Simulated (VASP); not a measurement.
# Sn3Se (Fm-3m) in VASP: notebook, part 2 of 2

VASP 6.6.1. Earlier steps stand in the parts before.

### Step 3. Relaxation of cell and atoms, PBE+D3(BJ)

This run uses another cell than the first one, of 26.01 Å³/atom.

INCAR reads:

```
ALGO = Normal
EDIFF = 1E-6
EDIFFG = -0.005
ENCUT = 600
GGA = PE
IBRION = 2
ISIF = 3
ISMEAR = 0
IVDW = 12
LASPH = T
LCHARG = F
LREAL = F
LWAVE = F
NELM = 60
NSW = 100
PREC = Accurate
SIGMA = 0.1
```

KPOINTS reads:

```
k-points
0
Gamma
  10 10 10
```

POSCAR reads:

```
Sn3Se
1.0
    0.0000000000      3.7331380000      3.7331380000
    3.7331380000      0.0000000000      3.7331380000
    3.7331380000      3.7331380000      0.0000000000
Sn Se
3 1
Direct
    0.2500000000      0.2500000000      0.2500000000
    0.7500000000      0.7500000000      0.7500000000
    0.5000000000      0.5000000000      0.5000000000
    0.0000000000      0.0000000000      0.0000000000
```

Potentials or basis: VASP PAW PBE potentials, release 64 (Sn_d, Se).

Started as:

```sh
> cat potpaw_PBE.64/Sn_d/POTCAR potpaw_PBE.64/Se/POTCAR > POTCAR
> mpirun -np 1 vasp_std > vasp.out
```

OUTCAR:

```text
EDIFF = 1E-6
   EDIFFG = -0.005
   ENCUT = 600
   GGA = PE
   IBRION = 2
   ISIF = 3
   ISMEAR = 0
   IVDW = 12
   LASPH = T
   LREAL = F
   NELM = 60
   NSW = 100
   PREC = Accurate
 IVDW          = 12

 ion  position               nearest neighbor table
   1  0.250  0.250  0.250-   4 3.23   4 3.23   4 3.23   3 3.23   3 3.23   3 3.23   4 3.23   3 3.23
                             2 3.73   2 3.73   2 3.73   2 3.73   2 3.73   2 3.73
   2  0.750  0.750  0.750-   3 3.23   3 3.23   3 3.23   4 3.23   4 3.23   4 3.23   4 3.23   3 3.23
                             1 3.73   1 3.73   1 3.73   1 3.73   1 3.73   1 3.73
   3  0.500  0.500  0.500-   1 3.23   1 3.23   1 3.23   2 3.23   2 3.23   2 3.23   2 3.23   1 3.23

   4  0.000  0.000  0.000-   2 3.23   2 3.23   2 3.23   1 3.23   1 3.23   1 3.23   2 3.23   1 3.23

  LATTYP: Found a face centered cubic cell.
 ALAT       =     7.4662760000

  Lattice vectors:

 A1 = (   0.0000000000,   3.7331380000,   3.7331380000)
 A2 = (   3.7331380000,   0.0000000000,   3.7331380000)
 A3 = (   3.7331380000,   3.7331380000,   0.0000000000)

Analysis of symmetry for initial positions (statically):
=====================================================================
 Subroutine PRICEL returns:
 Original cell was already a primitive cell.

 Routine SETGRP: Setting up the symmetry group for a
 face centered cubic supercell.

 Subroutine GETGRP returns: Found 48 space group operations
 (whereof 48 operations were pure point group operations)
[... 154 lines left out ...]
  energy-cutoff  :      600.00
  volume of cell :      104.05
 maximum number of plane-waves:      3495
   NGX = 21   NGY = 21   NGZ = 21

--------------------------------------- Ionic step        1  -------------------------------------------

 number of electron      48.0000013 magnetization

 Free energy of the ion-electron system (eV)
  ---------------------------------------------------
  ext. energy  EPLUGINS =         0.00000000
  ---------------------------------------------------
  free energy    TOTEN  =       -14.90006502 eV

  energy without entropy =      -14.88756062  energy(sigma->0) =      -14.89381282

------------------------ aborting loop because EDIFF is reached ----------------------------------------

 Edisp (eV)   -1.54553

 E8    (eV) :    -0.7187
[... 75 lines left out ...]
--------------------------------------- Ionic step        3  -------------------------------------------

 number of electron      47.9999994 magnetization

 Free energy of the ion-electron system (eV)
  ---------------------------------------------------
  ext. energy  EPLUGINS =         0.00000000
  ---------------------------------------------------
  free energy    TOTEN  =       -14.86360172 eV

  energy without entropy =      -14.85237134  energy(sigma->0) =      -14.85798653

 E-fermi :   7.8241     XC(G=0): -10.5251

 val. band max:        7.8175239510   @ k =   0.5000   0.4000   0.0000
 cond. band min:       7.8613955643   @ k =  -0.4000   0.4000   0.0000
 fundamental gap:      0.0438716132
 Fermi energy:         7.8240805245

 k-point     1 :       0.0000    0.0000    0.0000
  band No.  band energies     occupation
      1     -13.8088      2.00000
      2     -13.8088      2.00000
      3     -13.7683      2.00000
      4     -13.7683      2.00000
      5     -13.7683      2.00000
      6     -13.7610      2.00000
[... 733 lines left out ...]
     27      10.4350      0.00000
     28      10.7976      0.00000

 [... further k-points ...]

------------------------ aborting loop because EDIFF is reached ----------------------------------------

 Edisp (eV)   -1.62314

 E8    (eV) :    -0.7539
[... 27 lines left out ...]
  FREE ENERGIE OF THE ION-ELECTRON SYSTEM (eV)
  ---------------------------------------------------
  free  energy   TOTEN  =       -16.4867411174 eV

  energy  without entropy=      -16.4755107402  energy(sigma->0) =      -16.48112593

 reached required accuracy - stopping structural energy minimisation
```

OSZICAR:

```text
N       E                     dE             d eps       ncg     rms          rms(c)
DAV:   1     0.453881653132E+03    0.45388E+03   -0.26570E+04  2636   0.275E+03
[... 24 lines left out ...]
DAV:   1    -0.149059106163E+02   -0.59571E-01   -0.99927E-01  3256   0.141E+01    0.114E+00
DAV:   2    -0.148718246420E+02    0.34086E-01   -0.61964E-02  3208   0.346E+00    0.492E-01
DAV:   3    -0.148640528258E+02    0.77718E-02   -0.26129E-02  3224   0.214E+00    0.792E-02
DAV:   4    -0.148636566557E+02    0.39617E-03   -0.82124E-04  2676   0.273E-01    0.257E-02
DAV:   5    -0.148636220482E+02    0.34608E-04   -0.58259E-05  3748   0.673E-02    0.125E-02
DAV:   6    -0.148636040764E+02    0.17972E-04   -0.12847E-05  2300   0.303E-02    0.703E-03
DAV:   7    -0.148636009469E+02    0.31295E-05   -0.21588E-06  1536   0.149E-02    0.285E-03
DAV:   8    -0.148636017178E+02   -0.77088E-06   -0.79521E-07  1352   0.148E-02
   3 F= -.16486741E+02 E0= -.16481126E+02  d E =-.411452E-01
```

CONTCAR:

```text
Sn3Se
   1.00000000000000
     0.0000000000000000    3.6720129797177554    3.6720129797177554
     3.6720129797177554    0.0000000000000000    3.6720129797177554
     3.6720129797177554    3.6720129797177554   -0.0000000000000000
  Sn              Se
     3     1
Direct
     0.2500000000000000    0.2500000000000000    0.2500000000000000
     0.7500000000000000    0.7500000000000000    0.7500000000000000
     0.5000000000000000    0.5000000000000000    0.5000000000000000
     0.0000000000000000    0.0000000000000000    0.0000000000000000

  0.00000000E+00  0.00000000E+00  0.00000000E+00
  0.00000000E+00  0.00000000E+00  0.00000000E+00
  0.00000000E+00  0.00000000E+00  0.00000000E+00
  0.00000000E+00  0.00000000E+00  0.00000000E+00
```

It took 2.6 min on 1 thread of Intel Xeon 6975P-C (Granite Rapids), shared host; peak memory 0.37 GiB.

What came out:

* Free energy: -16.4867 eV
* Relaxed volume: 24.76 Å³/atom
* Relaxed cell: a = 5.193 Å, b = 5.193 Å, c = 5.193 Å, α = 60.00°, β = 60.00°, γ = 60.00°
* Space group after relaxing (to 0.1 Å): Fm-3m (No. 225)
* Energy gained by relaxing: 10.3 meV/atom
* Ionic steps: 3
* Pressure after relaxing: 0.0 GPa
* Dispersion energy per atom: -0.406 eV

Step by step:
| step | energy change (eV) | largest force (eV/Å) | pressure (GPa) | volume (Å³) |
| --- | --- | --- | --- | --- |
| 1 | 0.0000 | 0.0000 | -2.49 | 104.05 |
| 2 | -0.0394 | 0.0000 | 0.57 | 98.08 |
| 3 | -0.0411 | 0.0000 | 0.03 | 99.02 |

Final structure:
```yaml
crystal:
  lattice:
    - [0.00000, 3.67201, 3.67201]
    - [3.67201, 0.00000, 3.67201]
    - [3.67201, 3.67201, 0.00000]
  atoms:
    - { symbol: Sn, position: [0.25000, 0.25000, 0.25000] }
    - { symbol: Sn, position: [0.75000, 0.75000, 0.75000] }
    - { symbol: Sn, position: [0.50000, 0.50000, 0.50000] }
    - { symbol: Se, position: [0.00000, 0.00000, 0.00000] }
```

Levels at points of the mesh, in eV from the Fermi level:
```tsv
k point	band 21	band 22	band 23	band 24	band 25	band 26	band 27	band 28
(0.00, 0.00, 0.00)	-3.06	-2.63	-1.43	-1.43	-1.43	-0.63	-0.63	-0.63
(0.50, 0.00, 0.00)	-3.58	-2.32	-2.32	-0.82	0.45	2.16	2.16	3.55
(0.50, 0.50, 0.00)	-5.10	-0.28	0.47	0.47	1.12	2.83	2.83	3.47
```

Caveat: the highest band is partly filled, so the run has too few bands; spin-orbit coupling is left out, which moves the levels of the heavy elements.
